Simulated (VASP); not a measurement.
# Li in VASP: further runs

Li is run at these levels: PBEsol; tasks: single point, relaxation of cell and atoms.

Program: VASP 6.6.1. These are calculated values, not measurements. Logs are shortened: lines on timing, memory, paths and dates and some standing lists are left out, and cuts for length are marked.

**1. The cell of the first run**

The typed cell holds 1 atom: a = 2.992 Å, b = 2.992 Å, c = 2.991 Å, α = 114.16°, β = 114.16°, γ = 100.56°.

**2. Single point, PBEsol**

INCAR

```
SYSTEM = Li
  PREC = Accurate
  ENCUT = 520
  EDIFF = 1E-6
  ISMEAR = 0
  SIGMA = 0.1
  LREAL = .FALSE.
  LASPH = .TRUE.
  NELM = 100
  ALGO = Normal
  ISIF = 2
  LWAVE = .FALSE.
  LCHARG = .FALSE.
  GGA = PS
  NBANDS = 8
```

KPOINTS

```
Automatic mesh
0
G
  22 22 24
  0 0 0
```

POSCAR

```
Li
1.0
    1.9115942975     -2.3011369829     -0.0201823404
    1.9115942975      2.3011369829     -0.0201823404
   -1.8915803823      0.0000000000      2.3173085878
Li
1
Direct
    0.0000000000      0.0000000000      0.0000000000
```

Potentials or basis: VASP PAW PBE potentials, release 64 (Li_sv).

The run is started by

```console
$ cat potpaw_PBE.64/Li_sv/POTCAR > POTCAR
$ mpirun -np 1 vasp_std > vasp.out
```

OUTCAR:

```text
SYSTEM = Li
   PREC = Accurate
   ENCUT = 520
   EDIFF = 1E-6
   ISMEAR = 0
   LREAL = .FALSE.
   LASPH = .TRUE.
   NELM = 100
   ISIF = 2
   GGA = PS

 ion  position               nearest neighbor table
   1  0.000  0.000  0.000-

  Warning from LATTYP: Got some problem with cell dimensions!
  Tried to take original basis but could not verify dimensions!
  LATTYP: Found a base centered monoclinic cell.
 ALAT       =     3.8234016713
 B/A-ratio  =     1.2037118674
 C/A-ratio  =     0.7809531277
 COS(beta)  =    -0.6388237571

  Lattice vectors:

 A1 = (  -1.9115942975,   2.3011369829,   0.0201823404)
 A2 = (  -1.9115942975,  -2.3011369829,   0.0201823404)
 A3 = (   1.9316082127,   0.0000000000,   2.2769439070)

Analysis of symmetry for initial positions (statically):
=====================================================================
 Subroutine PRICEL returns:
 Original cell was already a primitive cell.

 Routine SETGRP: Setting up the symmetry group for a
 base centered monoclinic supercell.

 Subroutine GETGRP returns: Found  4 space group operations
 (whereof  4 operations were pure point group operations)
 out of a pool of  4 trial point group operations.

The static configuration has the point symmetry C_2h.

Analysis of symmetry for dynamics (positions and initial velocities):
=====================================================================
 Subroutine PRICEL returns:
 Original cell was already a primitive cell.

 Routine SETGRP: Setting up the symmetry group for a
 base centered monoclinic supercell.

 Subroutine GETGRP returns: Found  4 space group operations
 (whereof  4 operations were pure point group operations)
 out of a pool of  4 trial point group operations.

The dynamic configuration has the point symmetry C_2h.

 Subroutine INISYM returns: Found  4 space group operations
 (whereof  4 operations are pure point group operations),
 and found     1 'primitive' translations

----------------------------------------------------------------------------------------

                                     Primitive cell

  volume of cell :      20.2112

  direct lattice vectors                    reciprocal lattice vectors
     1.911594297 -2.301136983 -0.020182340     0.263835565 -0.217283892  0.215364575
     1.911594297  2.301136983 -0.020182340     0.263835565  0.217283892  0.215364575
    -1.891580382  0.000000000  2.317308588     0.004595693  0.000000000  0.435286490

  length of vectors
     2.991626898  2.991626898  2.991320015     0.403984400  0.403984400  0.435310750

  position of ions in fractional coordinates (direct lattice)
     0.000000000  0.000000000  0.000000000

  ion indices of the primitive-cell ions
   primitive index   ion index
                 1           1

----------------------------------------------------------------------------------------

 KPOINTS: Automatic mesh

Automatic generation of k-mesh.
 Grid dimensions read from file:
 generate k-points for:   22   22   24

 Generating k-lattice:

  Cartesian coordinates                     Fractional coordinates (reciprocal lattice)
     0.011992526 -0.009876541  0.009789299     0.045454545 -0.000000000  0.000000000
     0.011992526  0.009876541  0.009789299    -0.000000000  0.045454545  0.000000000
     0.000191487  0.000000000  0.018136937    -0.000000000 -0.000000000  0.041666667

  Length of vectors
     0.018362927  0.018362927  0.018137948

  Shift w.r.t. Gamma in fractional coordinates (k-lattice)
     0.000000000  0.000000000  0.000000000

 Subroutine IBZKPT returns following result:
 ===========================================

 Found   3049 irreducible k-points:

 Following reciprocal coordinates:
            Coordinates               Weight
  0.000000  0.000000  0.000000      1.000000
  0.045455 -0.000000  0.000000      4.000000
  0.090909 -0.000000  0.000000      4.000000
  0.136364 -0.000000  0.000000      4.000000
  0.181818  0.000000  0.000000      4.000000
  0.227273 -0.000000  0.000000      4.000000
[... 16 lines left out ...]
  0.500000  0.045455  0.000000      4.000000
 -0.454545  0.045455  0.000000      4.000000
 [... further k-points ...]
   k-points           NKPTS =   3049   k-points in BZ     NKDIM =   3049   number of bands    NBANDS=      8
   number of dos      NEDOS =    301   number of ions     NIONS =      1
   total plane-waves  NPLWV =  13824
   dimension x,y,z NGX =    24 NGY =   24 NGZ =   24
   dimension x,y,z NGXF=    48 NGYF=   48 NGZF=   48
   ions per type =               1
   NGX,Y,Z   is equivalent  to a cutoff of  13.34, 13.34, 13.34 a.u.
   NGXF,Y,Z  is equivalent  to a cutoff of  26.67, 26.67, 26.68 a.u.
 SYSTEM =  Li
   PREC   = accura    normal or accurate (medium, high low for compatibility)
   ISTART =      0    job   : 0-new  1-cont  2-samecut
   ICHARG =      2    charge: 1-file 2-atom 10-const
   ISPIN  =      1    spin polarized calculation?
   LNONCOLLINEAR =      F non collinear calculations
   LSORBIT =      F    spin-orbit coupling
   LASPH  =      T    aspherical Exc in radial PAW
   ENCUT  =  520.0 eV  38.22 Ry    6.18 a.u.   5.56  5.56  5.56*2*pi/ulx,y,z
   NELM   =    100;   NELMIN=  2; NELMDL= -5     # of ELM steps
   EDIFF  = 0.1E-05   stopping-criterion for ELM
   LREAL  =      F    real-space projection
   EDIFFG = 0.1E-04   stopping-criterion for IOM
   NSW    =      0    number of steps for IOM
   IBRION =     -1    ionic relax: 0-MD 1-quasi-New 2-CG
   NFREE  =      0    steps in history (QN), initial steepest desc. (CG)
   ISIF   =      2    stress and relaxation
   ISYM   =      2    0-nonsym 1-usesym 2-fastsym
   POTIM  = 0.5000    time-step for ionic-motion
   TEBEG  =    0.0;   TEEND  =   0.0 temperature during run
   PSTRESS=    0.0 pullay stress
   NELECT =       3.0000    total number of electrons
   NUPDOWN=      -1.0000    fix difference up-down
   EMIN   =  10.00;   EMAX   =-10.00  energy-range for DOS
   EFERMI =   0.00;   METHOD = LEGACY
   ISMEAR =     0;   SIGMA  =   0.10  broadening in eV -4-tet -1-fermi 0-gaus
   EFERMI_NEDOS =   21; number of points for ismear=-14 and -15
   IALGO  =     38    algorithm
   IMIX   =      4    mixing-type and parameters
     AMIX     =   0.40;   BMIX     =  1.00
     AMIX_MAG =   1.60;   BMIX_MAG =  1.00
  volume/ion in A,a.u.               =      20.21       136.39
  Fermi-wavevector in a.u.,A,eV,Ry     =   0.866797  1.638010 10.222570  0.751338
  Thomas-Fermi vector in A             =   1.985238
   LORBIT       =      0    0 simple, 1 ext, 2 COOP (PROOUT), +10 PAW based schemes
   GGA     = PS    functional components
   LHFCALC =     F    Hartree Fock is set to
   AEXX    =    0.0000 exact exchange contribution
   IVDW    =     0    specifies the selected vdW correction
   LEPSILON=     F    determine dielectric tensor
   LRPA    =     F    only Hartree local field effects (RPA)
 non-spin polarized calculation
 Gauss-broadening in eV      SIGMA  =   0.10
  energy-cutoff  :      520.00
  volume of cell :       20.21
 maximum number of plane-waves:       559
   NGX = 11   NGY = 11   NGZ = 11

 number of electron       2.9999992 magnetization

 Free energy of the ion-electron system (eV)
  ---------------------------------------------------
  ext. energy  EPLUGINS =         0.00000000
  ---------------------------------------------------
  free energy    TOTEN  =        -1.96702744 eV

  energy without entropy =       -1.96467459  energy(sigma->0) =       -1.96585102

 E-fermi :   0.6455     XC(G=0):  -7.0247

 val. band max:        0.6454057456   @ k =  -0.1364  -0.4091   0.0417
 cond. band min:       0.6489425657   @ k =  -0.3636   0.1364   0.4167
 fundamental gap:      0.0035368201
 Fermi energy:         0.6454540605

 k-point     1 :       0.0000    0.0000    0.0000
  band No.  band energies     occupation
      1     -45.2739      2.00000
      2      -2.9232      2.00000
      3      14.9585      0.00000
      4      15.2434      0.00000
      5      15.2529      0.00000
      6      19.0922      0.00000
      7      19.0980      0.00000
      8      19.6663      0.00000

 k-point     2 :       0.0455   -0.0000    0.0000
  band No.  band energies     occupation
      1     -45.2735      2.00000
      2      -2.8855      2.00000
      3      14.7056      0.00000
      4      15.0665      0.00000
      5      15.0852      0.00000
      6      18.6984      0.00000
      7      19.2391      0.00000
      8      19.5078      0.00000

 k-point     3 :       0.0909   -0.0000    0.0000
  band No.  band energies     occupation
      1     -45.2723      2.00000
      2      -2.7729      2.00000
      3      13.7256      0.00000
      4      14.6832      0.00000
      5      14.8953      0.00000
      6      18.2815      0.00000
      7      19.3481      0.00000
      8      19.8532      0.00000

 k-point     4 :       0.1364   -0.0000    0.0000
  band No.  band energies     occupation
      1     -45.2704      2.00000
      2      -2.5853      2.00000
      3      12.3875      0.00000
      4      14.1918      0.00000
      5      14.7024      0.00000
      6      18.1838      0.00000
      7      18.9070      0.00000
      8      19.8693      0.00000

 k-point     5 :       0.1818    0.0000    0.0000
  band No.  band energies     occupation
      1     -45.2680      2.00000
      2      -2.3225      2.00000
      3      10.9542      0.00000
      4      13.6969      0.00000
      5      14.4858      0.00000
      6      18.2093      0.00000
      7      18.2514      0.00000
      8      19.4024      0.00000

 k-point     6 :       0.2273   -0.0000    0.0000
  band No.  band energies     occupation
      1     -45.2652      2.00000
      2      -1.9854      2.00000
      3       9.5344      0.00000
      4      13.2405      0.00000
      5      14.2635      0.00000
      6      17.5269      0.00000
      7      18.2890      0.00000
      8      19.1826      0.00000

 k-point     7 :       0.2727   -0.0000    0.0000
  band No.  band energies     occupation
      1     -45.2623      2.00000
      2      -1.5762      2.00000
      3       8.1764      0.00000
      4      12.8422      0.00000
      5      14.0494      0.00000
      6      16.9180      0.00000
      7      18.1906      0.00000
      8      19.3092      0.00000

 k-point     8 :       0.3182   -0.0000    0.0000
  band No.  band energies     occupation
      1     -45.2596      2.00000
      2      -1.1001      2.00000
      3       6.9075      0.00000
      4      12.5114      0.00000
      5      13.8550      0.00000
      6      16.4071      0.00000
      7      18.0829      0.00000
      8      19.5836      0.00000

 k-point     9 :       0.3636   -0.0000    0.0000
  band No.  band energies     occupation
      1     -45.2572      2.00000
      2      -0.5694      2.00000
      3       5.7522      0.00000
      4      12.2524      0.00000
      5      13.6905      0.00000
      6      16.0035      0.00000
      7      18.0472      0.00000
      8      19.8254      0.00000

 k-point    10 :       0.4091    0.0000    0.0000
  band No.  band energies     occupation
      1     -45.2553      2.00000
      2      -0.0162      2.00000
      3       4.7491      0.00000
      4      12.0670      0.00000
      5      13.5652      0.00000
      6      15.7122      0.00000
      7      18.0800      0.00000
      8      19.9359      0.00000
[... 78 lines left out ...]
 k-point    18 :       0.2727    0.0455    0.0000
  band No.  band energies     occupation
      1     -45.2609      2.00000
      2      -1.3509      2.00000
      3       7.6433      0.00000
      4      12.2264      0.00000
      5      13.8649      0.00000
      6      17.0474      0.00000
      7      18.4420      0.00000
      8      19.9393      0.00000

 k-point    19 :       0.3182    0.0455    0.0000
  band No.  band energies     occupation
      1     -45.2584      2.00000
      2      -0.8487      2.00000
      3       6.4194      0.00000
      4      11.9817      0.00000
      5      13.5803      0.00000
      6      16.6827      0.00000
      7      18.4745      0.00000
      8      20.0372      0.00000

 k-point    20 :       0.3636    0.0455    0.0000
  band No.  band energies     occupation
      1     -45.2562      2.00000
      2      -0.3012      2.00000
      3       5.3213      0.00000
      4      11.8143      0.00000
      5      13.3379      0.00000
      6      16.3998      0.00000
      7      18.4421      0.00000
      8      20.1294      0.00000

 k-point    21 :       0.4091    0.0455    0.0000
  band No.  band energies     occupation
      1     -45.2546      2.00000
      2       0.2435      2.00000
      3       4.4024      0.00000
      4      11.7244      0.00000
      5      13.1518      0.00000
      6      16.1991      0.00000
      7      18.3556      0.00000
      8      20.1287      0.00000

 k-point    22 :       0.4545    0.0455    0.0000
  band No.  band energies     occupation
      1     -45.2537      2.00000
      2       0.6544      0.89892
      3       3.7968      0.00000
      4      11.7103      0.00000
      5      13.0329      0.00000
      6      16.0807      0.00000
      7      18.2000      0.00000
      8      20.1226      0.00000

 k-point    23 :       0.5000    0.0455    0.0000
  band No.  band energies     occupation
      1     -45.2537      2.00000
      2       0.6907      0.52211
      3       3.7468      0.00000
      4      11.7692      0.00000
      5      12.9884      0.00000
      6      16.0423      0.00000
      7      18.0016      0.00000
      8      20.1634      0.00000

 k-point    24 :      -0.4545    0.0455    0.0000
  band No.  band energies     occupation
      1     -45.2545      2.00000
      2       0.3217      2.00000
      3       4.2830      0.00000
      4      11.8966      0.00000
      5      13.0228      0.00000
      6      16.0775      0.00000
      7      17.8260      0.00000
      8      20.1910      0.00000

 [... further k-points ...]
[... 5 lines left out ...]
  --------------------------------------------------------------------------------------
  -------------------------------------------------------------------------------------
  Total       -0.0072682     -0.0105865     -0.0132947      0.0000000      0.0000000      0.0005765
  in kB       -0.5761580     -0.8392122     -1.0538886      0.0000000      0.0000000      0.0456987
  external PRESSURE =      -0.8230863 kB  Pullay stress =       0.0000000 kB

 VOLUME and BASIS-vectors are now :
 -----------------------------------------------------------------------------
  energy-cutoff  :      520.00
  volume of cell :       20.21
      direct lattice vectors                 reciprocal lattice vectors
     1.911594297 -2.301136983 -0.020182340     0.263835565 -0.217283892  0.215364575
     1.911594297  2.301136983 -0.020182340     0.263835565  0.217283892  0.215364575
    -1.891580382  0.000000000  2.317308588     0.004595693  0.000000000  0.435286490

 POSITION                                       TOTAL-FORCE (eV/Angst)
 -----------------------------------------------------------------------------------
      0.00000      0.00000      0.00000        -0.000000      0.000000      0.000000
 -----------------------------------------------------------------------------------
    total drift:                               -0.000000     -0.000000      0.000000

  FREE ENERGIE OF THE ION-ELECTRON SYSTEM (eV)
  ---------------------------------------------------
  free  energy   TOTEN  =        -1.9670274420 eV

  energy  without entropy=       -1.9646745911  energy(sigma->0) =       -1.96585102
```

It took 86 s on 1 thread of Intel Xeon 6975P-C (Granite Rapids), shared host; peak memory 0.45 GiB.

What came out:

```yaml
Free_energy: -1.9670 eV
```

Levels at points of the mesh, in eV from the Fermi level:
| k point | band 1 | band 2 | band 3 | band 4 |
| --- | --- | --- | --- | --- |
| (0.00, 0.00, 0.00) | -45.92 | -3.57 | 14.31 | 14.60 |
| (0.50, 0.00, 0.00) | -45.90 | 0.05 | 3.03 | 11.27 |
| (0.50, 0.50, 0.00) | -45.90 | 0.77 | 3.91 | 9.20 |
| (0.00, 0.00, 0.50) | -45.90 | 0.79 | 3.94 | 9.18 |
| (0.50, 0.00, 0.50) | -45.90 | 0.04 | 3.02 | 11.29 |
| (0.50, 0.50, 0.50) | -45.89 | 3.39 | 6.39 | 6.79 |

Caveat: the cutoff is under 1.25 times the usual one of these potentials, so pressure, stress and relaxed cells hold a basis-set (Pulay) error; the PAW data sets were made with another functional, which shifts forces and pressure a little.

**3. Relaxation of cell and atoms, PBEsol**

INCAR

```
SYSTEM = Li
PREC = Accurate
ENCUT = 600
EDIFF = 1E-7
ISMEAR = 0
SIGMA = 0.1
LREAL = .FALSE.
LASPH = .TRUE.
NELM = 100
ALGO = Normal
ISIF = 3
LWAVE = .FALSE.
LCHARG = .FALSE.
GGA = PS
IBRION = 2
NSW = 100
EDIFFG = -0.01
```

KPOINTS

```
regular mesh
0
G
  22 22 24
  0 0 0
```

POSCAR

```
Li
1.0
    1.9033262775     -2.2614524062      0.0000000000
    1.9033262775      2.2614524062      0.0000000000
   -1.8586497464      0.0000000000      2.3441479318
Li
1
Direct
    0.0000000000      0.0000000000      0.0000000000
```

Potentials or basis: VASP PAW PBE potentials, release 64 (Li_sv).

The run is started by

```console
$ cat potpaw_PBE.64/Li_sv/POTCAR > POTCAR
$ mpirun -np 1 vasp_std > vasp.out
```

Run time: 24 min. Hardware: 1 thread of AMD EPYC 7R43 (Zen 3), shared host; peak memory 0.39 GiB.

Results (log left out):

```yaml
Free_energy: -1.9676 eV
Relaxed_volume: 20.01 Å³/atom
Relaxed_cell: a = 2.981 Å, b = 2.981 Å, c = 2.985 Å, α = 114.20°, β = 114.20°, γ = 100.57°
Space_group_after_relaxing_to_0.05_Å: I4/mmm (No. 139)
Energy_gained_by_relaxing: 1.0 meV/atom
Ionic_steps: 7
Pressure_after_relaxing: 0.0 GPa
```

Step by step:
```
step  energy change (eV)  largest force (eV/Å)  pressure (GPa)  volume (Å³)
   1              0.0000                0.0000           -0.10        20.18
   2             -0.0002                0.0000           -0.08        20.14
   3             -0.0006                0.0000            0.00        20.03
   4             -0.0009                0.0000            0.15        19.79
   5             -0.0009                0.0000            0.13        19.83
   6             -0.0010                0.0000            0.06        19.92
   7             -0.0010                0.0000            0.00        20.01
```

Final structure:
```
Li
1.0
     1.90489   -2.29345   -0.02246
     1.90489    2.29345   -0.02246
    -1.88794    0.00000    2.31185
Li
1
Cartesian
  -1.8879 0.0000 2.3119
```

Levels at points of the mesh, in eV from the Fermi level:
```tsv
k point	band 1	band 2	band 3	band 4	band 5
(0.00, 0.00, 0.00)	-45.90	-3.58	14.41	14.70	14.72
(0.50, 0.00, 0.00)	-45.88	0.05	3.08	11.34	12.89
(0.50, 0.50, 0.00)	-45.87	0.78	3.95	9.26	10.11
(0.00, 0.00, 0.50)	-45.87	0.80	3.97	9.24	10.09
(0.50, 0.00, 0.50)	-45.88	0.03	3.04	11.38	12.93
(0.50, 0.50, 0.50)	-45.86	3.41	6.43	6.84	6.85
```

Caveat: the cutoff is under 1.25 times the usual one of these potentials, so pressure, stress and relaxed cells hold a basis-set (Pulay) error; the PAW data sets were made with another functional, which shifts forces and pressure a little.

(Part 1 of 2 ends here.)
